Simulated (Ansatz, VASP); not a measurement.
# One calculation of Si2Mo, two programs

```xyz
3
Lattice="-1.5950 1.5950 3.9107 1.5950 -1.5950 3.9107 1.5950 1.5950 -3.9107" Properties=species:S:1:pos:R:3 pbc="T T T"
Si   -0.3536    0.3536    2.6206
Si   -0.3536    0.3536    5.2008
Mo    0.0000    0.0000    0.0000
```

Change from the starting cell: all Si atoms moved -0.500 Å, as atom 1 along Cartesian [1 -1 0].

Alike in both runs: task single point; functional PBEsol; k mesh 20 × 20 × 20; occupations gaussian, width 0.15 eV; no spin polarisation.

|  | VASP | Ansatz |
| --- | --- | --- |
| version | VASP 6.6.1 | Ansatz 0.2.0 |
| potentials or method | VASP PAW PBE potentials, release 64 (Si, Mo_sv), cutoff 520 eV | scalar-relativistic, plane waves, PAW |
| valence electrons in the cell | 22 | 22 |

|  | VASP | Ansatz | Ansatz less VASP |
| --- | --- | --- | --- |
| gap on the k mesh at the Fermi level (eV) | none | none | - |
| pressure (GPa) | 19.8 | 19.3 | -0.56 |
| traceless stress, the component that is largest in VASP (GPa) | -21.78 | -21.56 | +0.218 |
| rms of the force components (eV/Å) | 3.461 | 3.426 | -0.0351 |

VASP's potentials were made for PBE, not for PBEsol. Atom by atom the forces differ by 0.036 eV/Å (rms over components). A gap of «none» marks a metal or a gap that the smearing closes. The functional is the same, so the differences come from potentials, cutoffs and numerics.
